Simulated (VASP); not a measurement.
# WS2 in VASP: further runs

WS2 is run at these levels: BLYP+D4, RPBE+D4; tasks: single point.

Everything below comes from runs of VASP 6.6.1. Logs are shortened: lines on timing, memory, paths and dates and some standing lists are left out, and cuts for length are marked.

### 1 The cell of the first run

The cell holds a slab with vacuum, 12 atoms: a = 3.195 Å, b = 3.195 Å, c = 33.115 Å, α = 90.00°, β = 90.00°, γ = 120.00°.

### 2 Single point, BLYP+D4

INCAR reads:

```
PREC = Accurate
ENCUT = 500
EDIFF = 1E-6
ISMEAR = -1
SIGMA = 0.05
LREAL = False
LASPH = True
NELM = 120
ALGO = Normal
ISIF = 2
LWAVE = False
LCHARG = False
GGA = B5
ALDAX = 1.0
AGGAX = 1.0
AGGAC = 1.0
ALDAC = 0.0
IVDW = 13
VDW_S6 = 1.0
VDW_S8 = 2.34076671
VDW_A1 = 0.44488865
VDW_A2 = 4.0933009
NBANDS = 64
GGA_COMPAT = False
```

KPOINTS reads:

```
regular mesh
0
Gamma
  10 10 1
```

POSCAR reads:

```
WS2
1.0
    3.1949275127      0.0000000000      0.0000000000
   -1.5974637563      2.7668883892      0.0000000000
    0.0000000000      0.0000000000     33.1147909463
W S
4 8
Direct
    0.3333333333      0.6666666667      0.5904471663
    0.3333333333      0.6666666667      0.2285878638
    0.6666666667      0.3333333333      0.7714121362
    0.6666666667      0.3333333333      0.4095528337
    0.3333333333      0.6666666667      0.8191679803
    0.3333333333      0.6666666667      0.4571681408
    0.6666666667      0.3333333333      0.6380591995
    0.6666666667      0.3333333333      0.2761921541
    0.3333333333      0.6666666667      0.7238078459
    0.3333333333      0.6666666667      0.3619408005
    0.6666666667      0.3333333333      0.5428318592
    0.6666666667      0.3333333333      0.1808320197
```

Potentials or basis: VASP PAW PBE potentials, release 64 (W_sv, S).

Command:

```sh
$ cat potpaw_PBE.64/W_sv/POTCAR potpaw_PBE.64/S/POTCAR > POTCAR
$ mpirun -np 1 vasp_std > vasp.out
```

OUTCAR:

```text
PREC = Accurate
   ENCUT = 500
   EDIFF = 1E-6
   ISMEAR = -1
   LREAL = False
   LASPH = True
   NELM = 120
   ISIF = 2
   GGA = B5
   IVDW = 13

 ion  position               nearest neighbor table
   1  0.333  0.667  0.590-   7 2.43   7 2.43   7 2.43  11 2.43  11 2.43  11 2.43
   2  0.333  0.667  0.229-   8 2.43   8 2.43   8 2.43  12 2.43  12 2.43  12 2.43
   3  0.667  0.333  0.771-   9 2.43   9 2.43   9 2.43   5 2.43   5 2.43   5 2.43
   4  0.667  0.333  0.410-  10 2.43  10 2.43  10 2.43   6 2.43   6 2.43   6 2.43
   5  0.333  0.667  0.819-   3 2.43   3 2.43   3 2.43
   6  0.333  0.667  0.457-   4 2.43   4 2.43   4 2.43
   7  0.667  0.333  0.638-   1 2.43   1 2.43   1 2.43
   8  0.667  0.333  0.276-   2 2.43   2 2.43   2 2.43
   9  0.333  0.667  0.724-   3 2.43   3 2.43   3 2.43
  10  0.333  0.667  0.362-   4 2.43   4 2.43   4 2.43
  11  0.667  0.333  0.543-   1 2.43   1 2.43   1 2.43
  12  0.667  0.333  0.181-   2 2.43   2 2.43   2 2.43

  LATTYP: Found a hexagonal cell.
 ALAT       =     3.1949275127
 C/A-ratio  =    10.3648019602

  Lattice vectors:

 A1 = (   3.1949275127,   0.0000000000,   0.0000000000)
 A2 = (  -1.5974637563,   2.7668883892,   0.0000000000)
 A3 = (   0.0000000000,   0.0000000000,  33.1147909463)

Analysis of symmetry for initial positions (statically):
=====================================================================
 Subroutine PRICEL returns:
 Original cell was already a primitive cell.

 Routine SETGRP: Setting up the symmetry group for a
 hexagonal supercell.

 Subroutine GETGRP returns: Found 12 space group operations
 (whereof 12 operations were pure point group operations)
 out of a pool of 24 trial point group operations.

The static configuration has the point symmetry D_3d.

Analysis of symmetry for dynamics (positions and initial velocities):
=====================================================================
 Subroutine PRICEL returns:
 Original cell was already a primitive cell.

 Routine SETGRP: Setting up the symmetry group for a
 hexagonal supercell.

 Subroutine GETGRP returns: Found 12 space group operations
 (whereof 12 operations were pure point group operations)
 out of a pool of 24 trial point group operations.

The dynamic configuration has the point symmetry D_3d.

 Subroutine INISYM returns: Found 12 space group operations
 (whereof 12 operations are pure point group operations),
 and found     1 'primitive' translations

----------------------------------------------------------------------------------------

                                     Primitive cell

  volume of cell :     292.7350

  direct lattice vectors                    reciprocal lattice vectors
     3.194927513  0.000000000  0.000000000     0.312996147  0.180708409  0.000000000
    -1.597463756  2.766888389  0.000000000     0.000000000  0.361416819  0.000000000
     0.000000000  0.000000000 33.114790946     0.000000000  0.000000000  0.030197986

  length of vectors
     3.194927513  3.194927513 33.114790946     0.361416819  0.361416819  0.030197986

  position of ions in fractional coordinates (direct lattice)
     0.333333333  0.666666667  0.590447166
     0.333333333  0.666666667  0.228587864
     0.666666667  0.333333333  0.771412136
     0.666666667  0.333333333  0.409552834
     0.333333333  0.666666667  0.819167980
     0.333333333  0.666666667  0.457168141
     0.666666667  0.333333333  0.638059199
     0.666666667  0.333333333  0.276192154
     0.333333333  0.666666667  0.723807846
     0.333333333  0.666666667  0.361940801
     0.666666667  0.333333333  0.542831859
     0.666666667  0.333333333  0.180832020

  ion indices of the primitive-cell ions
   primitive index   ion index
                 1           1
                 2           2
                 3           3
                 4           4
                 5           5
                 6           6
                 7           7
                 8           8
                 9           9
                10          10
                11          11
                12          12

----------------------------------------------------------------------------------------

 KPOINTS: regular mesh

Automatic generation of k-mesh.
 Grid dimensions read from file:
 generate k-points for:   10   10    1

 Generating k-lattice:

  Cartesian coordinates                     Fractional coordinates (reciprocal lattice)
     0.031299615  0.018070841  0.000000000     0.100000000  0.000000000  0.000000000
     0.000000000  0.036141682  0.000000000     0.000000000  0.100000000  0.000000000
     0.000000000  0.000000000  0.030197986     0.000000000  0.000000000  1.000000000

  Length of vectors
     0.036141682  0.036141682  0.030197986

  Shift w.r.t. Gamma in fractional coordinates (k-lattice)
     0.000000000  0.000000000  0.000000000

 Subroutine IBZKPT returns following result:
 ===========================================

 Found     14 irreducible k-points:

 Following reciprocal coordinates:
            Coordinates               Weight
  0.000000  0.000000  0.000000      1.000000
  0.100000  0.000000  0.000000      6.000000
  0.200000  0.000000  0.000000      6.000000
  0.300000  0.000000  0.000000      6.000000
  0.400000  0.000000  0.000000      6.000000
  0.500000  0.000000  0.000000      3.000000
  0.100000  0.100000  0.000000      6.000000
  0.200000  0.100000  0.000000     12.000000
  0.300000  0.100000  0.000000     12.000000
  0.400000  0.100000  0.000000     12.000000
  0.200000  0.200000  0.000000      6.000000
  0.300000  0.200000  0.000000     12.000000
  0.400000  0.200000  0.000000      6.000000
  0.300000  0.300000  0.000000      6.000000
   k-points           NKPTS =     14   k-points in BZ     NKDIM =     14   number of bands    NBANDS=     64
   number of dos      NEDOS =    301   number of ions     NIONS =     12
   total plane-waves  NPLWV = 144000
   dimension x,y,z NGX =    24 NGY =   24 NGZ =  250
   dimension x,y,z NGXF=    48 NGYF=   48 NGZF=  500
   ions per type =               4   8
   NGX,Y,Z   is equivalent  to a cutoff of  12.49, 12.49, 12.55 a.u.
   NGXF,Y,Z  is equivalent  to a cutoff of  24.98, 24.98, 25.10 a.u.
 SYSTEM =  unknown system
   PREC   = accura    normal or accurate (medium, high low for compatibility)
   ISTART =      0    job   : 0-new  1-cont  2-samecut
   ICHARG =      2    charge: 1-file 2-atom 10-const
   ISPIN  =      1    spin polarized calculation?
   LNONCOLLINEAR =      F non collinear calculations
   LSORBIT =      F    spin-orbit coupling
   LASPH  =      T    aspherical Exc in radial PAW
   ENCUT  =  500.0 eV  36.75 Ry    6.06 a.u.   5.83  5.83 60.38*2*pi/ulx,y,z
   NELM   =    120;   NELMIN=  2; NELMDL= -5     # of ELM steps
   EDIFF  = 0.1E-05   stopping-criterion for ELM
   LREAL  =      F    real-space projection
   EDIFFG = 0.1E-04   stopping-criterion for IOM
   NSW    =      0    number of steps for IOM
   IBRION =     -1    ionic relax: 0-MD 1-quasi-New 2-CG
   NFREE  =      0    steps in history (QN), initial steepest desc. (CG)
   ISIF   =      2    stress and relaxation
   ISYM   =      2    0-nonsym 1-usesym 2-fastsym
   POTIM  = 0.5000    time-step for ionic-motion
   TEBEG  =    0.0;   TEEND  =   0.0 temperature during run
   PSTRESS=    0.0 pullay stress
   NELECT =     104.0000    total number of electrons
   NUPDOWN=      -1.0000    fix difference up-down
   EMIN   =  10.00;   EMAX   =-10.00  energy-range for DOS
   EFERMI =   0.00;   METHOD = LEGACY
   ISMEAR =    -1;   SIGMA  =   0.05  broadening in eV -4-tet -1-fermi 0-gaus
   EFERMI_NEDOS =   21; number of points for ismear=-14 and -15
   IALGO  =     38    algorithm
   IMIX   =      4    mixing-type and parameters
     AMIX     =   0.40;   BMIX     =  1.00
     AMIX_MAG =   1.60;   BMIX_MAG =  1.00
  volume/ion in A,a.u.               =      24.39       164.62
  Fermi-wavevector in a.u.,A,eV,Ry     =   1.159474  2.191088 18.291403  1.344380
  Thomas-Fermi vector in A             =   2.296066
   LORBIT       =      0    0 simple, 1 ext, 2 COOP (PROOUT), +10 PAW based schemes
   GGA     = B5    functional components
   LHFCALC =     F    Hartree Fock is set to
   AEXX    =    0.0000 exact exchange contribution
   IVDW    =    13    specifies the selected vdW correction
   LEPSILON=     F    determine dielectric tensor
   LRPA    =     F    only Hartree local field effects (RPA)
 non-spin polarized calculation
  energy-cutoff  :      500.00
  volume of cell :      292.74
 maximum number of plane-waves:      7484
 NGX is ok and might be reduce to    24
   NGX = 11   NGY = 11   NGZ =121

 number of electron     104.0000010 magnetization

 Free energy of the ion-electron system (eV)
  ---------------------------------------------------
  ext. energy  EPLUGINS =         0.00000000
  ---------------------------------------------------
  free energy    TOTEN  =       -83.26273768 eV

  energy without entropy =      -83.26273548  energy(sigma->0) =      -83.26273658

 E-fermi :   4.9396     XC(G=0):  -7.8550

 val. band max:        4.4737673833   @ k =   0.0000   0.0000   0.0000
 cond. band min:       5.5260018516   @ k =   0.2000   0.2000   0.0000
 fundamental gap:      1.0522344683
 Fermi energy:         4.9396138991

 k-point     1 :       0.0000    0.0000    0.0000
  band No.  band energies     occupation
      1     -69.8515      2.00000
      2     -69.8514      2.00000
      3     -69.8487      2.00000
      4     -69.8487      2.00000
      5     -34.3309      2.00000
      6     -34.3309      2.00000
[... 56 lines left out ...]
     63       6.7076      0.00000
     64       6.7184      0.00000

 k-point     2 :       0.1000    0.0000    0.0000
  band No.  band energies     occupation
      1     -69.8499      2.00000
      2     -69.8499      2.00000
      3     -69.8471      2.00000
      4     -69.8471      2.00000
      5     -34.3253      2.00000
      6     -34.3253      2.00000
[... 860 lines left out ...]
     63       7.6098      0.00000
     64       7.7057      0.00000

------------------------ aborting loop because EDIFF is reached ----------------------------------------

  DFT-D4 for vdW energy calculation

  Edisp (eV):   -9.63836

  FORCE on cell =-STRESS in cart. coord.  units (eV):
  Direction    XX          YY          ZZ          XY          YZ          ZX
  --------------------------------------------------------------------------------------
  -------------------------------------------------------------------------------------
  Total       0.40680     0.40680     0.30594     0.00000     0.00000     0.00000
  in kB       2.22646     2.22646     1.67443     0.00000     0.00000     0.00000
  external pressure =        2.04 kB  Pullay stress =        0.00 kB

 VOLUME and BASIS-vectors are now :
 -----------------------------------------------------------------------------
  energy-cutoff  :      500.00
  volume of cell :      292.74
      direct lattice vectors                 reciprocal lattice vectors
     3.194927513  0.000000000  0.000000000     0.312996147  0.180708409  0.000000000
    -1.597463756  2.766888389  0.000000000     0.000000000  0.361416819  0.000000000
     0.000000000  0.000000000 33.114790946     0.000000000  0.000000000  0.030197986

 POSITION                                       TOTAL-FORCE (eV/Angst)
 -----------------------------------------------------------------------------------
     -0.00000      1.84459     19.55253        -0.000000      0.000000     -0.000749
     -0.00000      1.84459      7.56964        -0.000000      0.000000      0.000458
      1.59746      0.92230     25.54515        -0.000000     -0.000000     -0.000458
      1.59746      0.92230     13.56226         0.000000     -0.000000      0.000749
     -0.00000      1.84459     27.12658        -0.000000      0.000000      0.040890
     -0.00000      1.84459     15.13903        -0.000000      0.000000      0.020705
      1.59746      0.92230     21.12920         0.000000      0.000000      0.024394
      1.59746      0.92230      9.14605         0.000000      0.000000      0.021431
     -0.00000      1.84459     23.96875        -0.000000     -0.000000     -0.021431
     -0.00000      1.84459     11.98559         0.000000     -0.000000     -0.024394
      1.59746      0.92230     17.97576         0.000000     -0.000000     -0.020705
      1.59746      0.92230      5.98821         0.000000     -0.000000     -0.040890
 -----------------------------------------------------------------------------------
    total drift:                                0.000000      0.000000      0.000000

  FREE ENERGIE OF THE ION-ELECTRON SYSTEM (eV)
  ---------------------------------------------------
  free  energy   TOTEN  =       -92.9011000720 eV

  energy  without entropy=      -92.9010978697  energy(sigma->0) =      -92.90109897
```

It took 22 min on 1 thread of Intel Xeon Platinum 8259CL at 2.50GHz (Skylake/Cascade Lake), shared host; peak memory 0.47 GiB.

Results:

```yaml
Free_energy: -92.9011 eV
Largest_force: 0.041 eV/Å
Band_gap_on_the_k_mesh: 1.05 eV (least direct gap 2.04 eV)
Dispersion_energy_per_atom: -0.803 eV
```

Forces on the atoms (eV/Å):
```
W    0.000  0.000 -0.001
W    0.000  0.000  0.000
W    0.000  0.000  0.000
W    0.000  0.000  0.001
S    0.000  0.000  0.041
S    0.000  0.000  0.021
S    0.000  0.000  0.024
S    0.000  0.000  0.021
S    0.000  0.000 -0.021
S    0.000  0.000 -0.024
S    0.000  0.000 -0.021
S    0.000  0.000 -0.041
```

Levels at points of the mesh, in eV from the valence-band top:
```
           k point  band 50  band 51  band 52  band 53  band 54  band 55
(0.00, 0.00, 0.00)    -0.52    -0.18     0.00     2.09     2.09     2.11
(0.50, 0.00, 0.00)    -1.55    -1.48    -1.44     2.03     2.05     2.08
```

Caveat: the PAW data sets were made with another functional, which shifts forces and pressure a little; spin-orbit coupling is left out, which moves the levels of the heavy elements.

### 3 Single point, RPBE+D4

This run uses another cell than the first one.

INCAR reads:

```
SYSTEM = WS2
ALGO = Normal
EDIFF = 1E-6
ENCUT = 520
GGA = RP
ISIF = 2
ISMEAR = -1
IVDW = 13
LASPH = .TRUE.
LCHARG = .FALSE.
LREAL = .FALSE.
LWAVE = .FALSE.
NBANDS = 64
NELM = 100
PREC = Accurate
SIGMA = 0.05
```

KPOINTS reads:

```
k-points
0
G
  10 10 1
  0 0 0
```

POSCAR reads:

```
WS2
1.0
    3.1351834014      0.0000000000      0.0000000000
   -1.5675917007      2.7151484712      0.0000000000
    0.0000000000      0.0000000000     32.7504783212
W S
4 8
Direct
    0.3333333333      0.6666666667      0.5901812728
    0.3333333333      0.6666666667      0.2294822724
    0.6666666667      0.3333333333      0.7705177276
    0.6666666667      0.3333333333      0.4098187272
    0.3333333333      0.6666666667      0.8188649761
    0.3333333333      0.6666666667      0.4580863096
    0.6666666667      0.3333333333      0.6384481627
    0.6666666667      0.3333333333      0.2777489625
    0.3333333333      0.6666666667      0.7222510375
    0.3333333333      0.6666666667      0.3615518373
    0.6666666667      0.3333333333      0.5419136904
    0.6666666667      0.3333333333      0.1811350239
```

Potentials or basis: VASP PAW PBE potentials, release 64 (W_sv, S).

Command:

```sh
$ cat potpaw_PBE.64/W_sv/POTCAR potpaw_PBE.64/S/POTCAR > POTCAR
$ mpirun -np 1 vasp_std > vasp.out
```

It took 11 min on 1 thread of Intel Xeon 8259CL, shared host; peak memory 0.48 GiB.

Results (log left out):

```
Free energy                : -99.6159 eV
Largest force              : 0.026 eV/Å
Band gap on the k mesh     : 1.01 eV (least direct gap 2.22 eV)
Dispersion energy per atom : -0.885 eV
```

Forces on the atoms (eV/Å):
```
W    0.000  0.000  0.001
W    0.000  0.000 -0.010
W    0.000  0.000  0.010
W    0.000  0.000 -0.001
S    0.000  0.000 -0.010
S    0.000  0.000 -0.020
S    0.000  0.000 -0.020
S    0.000  0.000 -0.026
S    0.000  0.000  0.026
S    0.000  0.000  0.020
S    0.000  0.000  0.020
S    0.000  0.000  0.010
```

Levels at points of the mesh, in eV from the valence-band top:
```csv
k point,band 50,band 51,band 52,band 53,band 54,band 55
"(0.00, 0.00, 0.00)",-0.59,-0.20,0.00,2.24,2.24,2.25
"(0.50, 0.00, 0.00)",-1.72,-1.63,-1.58,2.38,2.40,2.42
```

Caveat: the PAW data sets were made with another functional, which shifts forces and pressure a little; spin-orbit coupling is left out, which moves the levels of the heavy elements.
